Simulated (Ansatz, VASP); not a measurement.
## Two plane-wave programs on Ge

```
Ge
1.0
     3.96500    0.00000    0.00000
    -1.98250    3.43379    0.00000
     0.00000    0.00000   28.00000
Ge
2
Direct
  0.33333 0.66667 0.51048
  0.66667 0.33333 0.48952
```

Alike in both runs: task single point; functional PBE; dispersion D3(BJ); k mesh 12 × 12 × 1; occupations gaussian, width 0.1 eV; no spin polarisation.

|  | VASP | Ansatz |
| --- | --- | --- |
| version | VASP 6.6.1 | Ansatz 0.2.0 |
| potentials or method | VASP PAW PBE potentials, release 64 (Ge_d), cutoff 520 eV | scalar-relativistic, plane waves, PAW |
| valence electrons in the cell | 28 | 28 |

```csv
,VASP,Ansatz,Ansatz less VASP
gap on the k mesh at the Fermi level (eV),none,none,-
rms of the force components (eV/Å),0.237,0.237,+0.0003
```

Atom by atom the forces differ by 0.000 eV/Å (rms over components). A gap of «none» marks a metal or a gap that the smearing closes.
